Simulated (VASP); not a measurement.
MgO: single point with r2SCAN

Crystal: MgO.

```xyz
4
Lattice="3.4864 0.0000 0.0000 -1.7432 3.0193 0.0000 0.0000 0.0000 4.1780" Properties=species:S:1:pos:R:3 pbc="T T T"
Mg    1.7793    1.0425    3.1696
Mg    0.0361    2.0489    1.0806
O     1.7432    1.0064    1.0445
O     0.0000    2.0129    3.1335
```

This cell differs from its parent crystal: all Mg atoms moved +0.062 Å, as atom 1 along Cartesian [1 1 1].

```yaml
Program: VASP 6.6.1
Task: single point
Functional: r2SCAN
Potentials_or_basis: VASP PAW PBE potentials, release 64 (Mg, O)
Cutoff: 520 eV
k_mesh: 6 × 6 × 6
Occupations: methfessel-paxton, width 0.02 eV
Spin: no spin polarisation
```

| Quantity | Value |
| --- | --- |
| Pressure | -0.3 GPa |
| Largest force | 0.534 eV/Å |
| Band gap on the k mesh | 4.08 eV |

Forces on the atoms (eV/Å):
```
Mg  -0.371 -0.331 -0.195
Mg  -0.289 -0.331 -0.195
O    0.290  0.331  0.195
O    0.370  0.331  0.195
```

Stress tensor (GPa, compression positive):
```
-0.41  0.15 -0.09
 0.15 -0.41 -0.09
-0.09 -0.09 -0.17
```

Levels at points of the mesh, in eV from the valence-band top:
| k point | band 5 | band 6 | band 7 | band 8 | band 9 | band 10 | band 11 | band 12 |
| --- | --- | --- | --- | --- | --- | --- | --- | --- |
| (0.00, 0.00, 0.00) | -1.76 | -0.82 | -0.82 | 0.00 | 4.09 | 10.39 | 13.19 | 13.46 |
| (0.50, 0.00, 0.00) | -2.38 | -1.95 | -1.30 | -0.53 | 7.66 | 10.02 | 10.65 | 13.25 |
| (0.00, 0.50, 0.00) | -2.37 | -1.95 | -1.30 | -0.53 | 7.66 | 10.01 | 10.64 | 13.25 |
| (0.50, 0.50, 0.00) | -2.37 | -1.95 | -1.30 | -0.53 | 7.66 | 10.01 | 10.64 | 13.24 |
| (0.00, 0.00, 0.50) | -1.36 | -1.36 | -1.27 | -1.26 | 7.14 | 7.14 | 13.81 | 13.81 |
| (0.50, 0.00, 0.50) | -1.61 | -1.51 | -0.83 | -0.81 | 8.01 | 8.06 | 12.93 | 13.10 |
| (0.00, 0.50, 0.50) | -1.59 | -1.52 | -0.83 | -0.81 | 8.01 | 8.05 | 12.95 | 13.08 |
| (0.50, 0.50, 0.50) | -1.57 | -1.54 | -0.82 | -0.82 | 8.03 | 8.04 | 12.99 | 13.04 |

Run time: 6 min on 1 thread of Intel Xeon 8259CL (shared host), peak memory 0.22 GiB.

Caveat: the cell differs from its parent crystal (all Mg atoms moved +0.062 Å, as atom 1 along Cartesian [1 1 1]); the PAW data sets were made with another functional, which shifts forces and pressure a little.
